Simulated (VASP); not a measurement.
Mg2C:

```
Mg C
1.0
     0.00000    2.20076    5.49345
     1.85206    0.00000    5.49345
     1.85206    2.20076    0.00000
Mg C
2 1
Direct
  0.12275 0.12275 0.87725
  0.87725 0.87725 0.12275
  0.50000 0.50000 0.50000
```

```yaml
Program: VASP 6.6.1
Task: relaxation of cell and atoms
Functional: PBE
Potentials_or_basis: VASP PAW PBE potentials, release 64 (Mg, C)
Cutoff: 600 eV
k_mesh: 6 × 6 × 6
Occupations: gaussian, width 0.1 eV
Spin: no spin polarisation
```

At the start: pressure -0.2 GPa; volume 14.93 Å³/atom.

Question: Where does the relaxation end?

Answer: Over 6 steps the energy falls by 4.8 meV/atom and the volume is 15.11 Å³/atom (+1.2 %); space group Fmmm (No. 69, to 0.1 Å) before and after.

Step by step:
| step | energy change (eV) | largest force (eV/Å) | pressure (GPa) | volume (Å³) |
| --- | --- | --- | --- | --- |
| 1 | 0.0000 | 0.1337 | -0.17 | 44.78 |
| 2 | -0.0087 | 0.0420 | 0.39 | 44.67 |
| 3 | -0.0090 | 0.0785 | 0.52 | 44.65 |
| 4 | -0.0119 | 0.0316 | 0.14 | 44.95 |
| 5 | -0.0136 | 0.0558 | -0.52 | 45.51 |
| 6 | -0.0143 | 0.0292 | 0.11 | 45.34 |

Final structure:
```
Mg C
1.0
     0.00000    2.29153    5.42319
     1.82408    0.00000    5.42319
     1.82408    2.29153    0.00000
Mg C
2 1
Direct
  0.12254 0.12254 0.87746
  0.87746 0.87746 0.12254
  0.50000 0.50000 0.50000
```

Caveat: the k points lie up to 0.38 Å⁻¹ apart in the final cell, too coarse for converged energies and pressures of a metal.
